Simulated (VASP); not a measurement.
Wanted: the native input for a VASP 6.6.1 run.

```
Task                   : single point
Functional             : PBE
Potentials or basis    : VASP PAW PBE potentials, release 64 (In_d, Sb)
Cutoff                 : 520 eV
k mesh                 : 12 × 12 × 12
Occupations            : gaussian, width 0.15 eV
Spin                   : no spin polarisation
Dipole correction      : no
Further INCAR settings : ALGO = Normal; EDIFF = 1e-06; NBANDS = 16
```

The structure of InSb lies in POSCAR:

```
InSb
1.0
    0.0000000000      3.2391000000      3.2391000000
    3.5225212500      0.0000000000      3.2391000000
    3.5225212500      3.2391000000      0.0000000000
In Sb
1 1
Direct
    0.0000000000      0.0000000000      0.0000000000
    0.7500000000      0.7500000000      0.7500000000
```

This cell differs from its parent crystal: strain +0.0875 x Voigt [1, 0, 0, 0, 0, 0].

The input as run:

INCAR

```
PREC = Accurate
ENCUT = 520
EDIFF = 1E-6
ISMEAR = 0
SIGMA = 0.15
LREAL = F
LASPH = T
NELM = 60
ALGO = Normal
ISIF = 2
LWAVE = F
LCHARG = F
GGA = PE
NBANDS = 16
```

KPOINTS

```
Automatic mesh
0
Gamma
  12 12 12
```

Potentials or basis: VASP PAW PBE potentials, release 64 (In_d, Sb).

Launch:

```sh
$ cat potpaw_PBE.64/In_d/POTCAR potpaw_PBE.64/Sb/POTCAR > POTCAR
$ mpirun -np 1 vasp_std > vasp.out
```

Results of the run:

The pressure is -0.5 GPa and the band gap on the k mesh is zero (filled and empty bands touch).

Caveat: the cell differs from its parent crystal (strain +0.0875 x Voigt [1, 0, 0, 0, 0, 0]); semilocal functionals underestimate gaps, so a narrow gap can read as zero; spin-orbit coupling is left out, which moves the levels of the heavy elements.

Wall time 59 s on 1 thread of Intel(R) Xeon(R) 6975P-C (Granite Rapids), with other jobs on the host, peak memory 0.35 GiB.
